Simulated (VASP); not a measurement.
A run of VASP 6.6.1:

Contents of INCAR:

```
SYSTEM = AlRu
ALGO     = Normal         ! electronic algorithm
EDIFF    = 1E-6           ! SCF threshold, eV
ENCUT    = 520            ! plane-wave cutoff, eV
GGA      = PE             ! functional
ISIF     = 2              ! what is computed and relaxed
ISMEAR   = 0              ! smearing method
ISYM     = 0            
LASPH    = .True.         ! aspherical terms in the spheres
LCHARG   = .False.        ! write CHGCAR
LREAL    = .False.        ! projectors in reciprocal space
LWAVE    = .False.        ! write WAVECAR
NBANDS   = 44             ! bands
NELM     = 60             ! most SCF steps
PREC     = Accurate       ! precision mode
SIGMA    = 0.1            ! smearing width, eV
```

Contents of KPOINTS:

```
k-points
0
Gamma
  3 3 3
  0 0 0
```

File POSCAR:

```
AlRu
1.0
    4.9322509046     -0.0116301606      0.2300929608
    0.0101426005      4.2237441027      0.0107157737
    0.2208055286     -0.0130938682      5.4232343541
Al Ru
4 4
Direct
   -0.0329010616      0.3029082740      0.2169872416
    0.0256258001      0.3028303415      0.7010917200
    0.2946640262      0.8028920646      0.1961957628
    0.5135459581      0.3029439430      0.8923615411
    0.7936615759      0.8030710356      0.9939393826
    0.4764054901      0.3028215493      0.3829320314
    0.3136095900      0.8028475868      0.7052025485
    0.8113477660      0.8027106728      0.4924981185
```

Potentials or basis: VASP PAW PBE potentials, release 64 (Al, Ru_pv).

Command:

```console
$ cat potpaw_PBE.64/Al/POTCAR potpaw_PBE.64/Ru_pv/POTCAR > POTCAR
$ mpirun -np 1 vasp_std > vasp.out
```

Hardware: 1 thread of Intel(R) Xeon(R) Platinum 8488C (Sapphire Rapids), with other jobs on the host.

Task: How long does it take, and how much memory?

Result: Run time: 66 s on 1 thread of Intel(R) Xeon(R) Platinum 8488C (Sapphire Rapids), on a shared host, peak memory 0.23 GiB. Counts: scf iterations 17, k points 14.
